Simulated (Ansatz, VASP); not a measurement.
## One calculation of NbSnTe4, two programs

```xyz
6
Lattice="5.4585 0.0000 0.0000 -2.7292 4.7272 0.0000 0.0000 0.0000 6.2393" Properties=species:S:1:pos:R:3 pbc="T T T"
Nb    0.0000    0.0000    3.1197
Sn    0.0000    0.0000    0.0000
Te    0.0000    3.1515    4.6031
Te    0.0000    3.1515    1.6362
Te    2.7292    1.5757    4.6031
Te    2.7292    1.5757    1.6362
```

Change from the starting cell: species swapped into the TiB4Mo type (P6/mmm, No. 191).

Alike in both runs: task relaxation of cell and atoms; functional PBE; k mesh 6 × 6 × 4; occupations gaussian, width 0.1 eV; no spin polarisation.

|  | VASP | Ansatz |
| --- | --- | --- |
| version | VASP 6.6.1 | Ansatz 0.2.0 |
| potentials or method | VASP PAW PBE potentials, release 64 (Nb_sv, Sn_d, Te), cutoff 600 eV | scalar-relativistic, plane waves, PAW |
| valence electrons in the cell | 51 | 91 |

|  | VASP | Ansatz | Ansatz less VASP |
| --- | --- | --- | --- |
| gap on the k mesh at the Fermi level, each at its own relaxed structure (eV) | none | none | - |
| relaxed volume (Å³/atom) | 26.88 | 26.86 | -0.027 |
| relaxed cell length with the largest relative difference (Å) | 5.403 | 5.398 | -0.0053 |

A gap of «none» marks a metal or a gap that the smearing closes. VASP's potentials hold 51 valence electrons a cell and Ansatz's 91, so a difference there can come from the potentials and not from the codes.

Neither program's run includes spin-orbit coupling.
